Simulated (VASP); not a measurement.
## NaCl: single point with PBE

The system is NaCl.

```xyz
2
Lattice="0.0000 2.8028 2.8028 2.8028 0.0000 2.8028 2.8028 2.8028 0.0000" Properties=species:S:1:pos:R:3 pbc="T T T"
Na    0.0000    0.0000    0.0000
Cl    2.8028    2.8028    2.8028
```

* Program: VASP 6.6.1
* Task: single point
* Functional: PBE
* Potentials or basis: VASP PAW PBE potentials, release 64 (Na_pv, Cl)
* Cutoff: 520 eV
* k mesh: 8 × 8 × 8
* Occupations: gaussian, width 0.01 eV
* Spin: no spin polarisation

```
Pressure               : 1.2 GPa
Band gap on the k mesh : 5.18 eV, direct
```

Levels at points of the mesh, in eV from the valence-band top:
```tsv
k point	band 3	band 4	band 5	band 6	band 7	band 8	band 9	band 10	band 11	band 12
(0.00, 0.00, 0.00)	-20.78	-12.70	0.00	0.00	0.00	5.18	11.14	11.14	11.14	13.32
(0.50, 0.00, 0.00)	-20.79	-12.34	-1.98	-0.27	-0.27	7.31	10.78	11.02	11.02	15.11
(0.50, 0.50, 0.00)	-20.79	-12.30	-1.71	-0.61	-0.61	7.59	8.06	11.45	14.94	14.94
```

Wall time 10 s on 1 thread of Intel(R) Xeon(R) Platinum 8559C (Emerald Rapids) (shared host), peak memory 0.16 GiB.

PBE gaps usually lie below the measured ones, often by a third to a half.
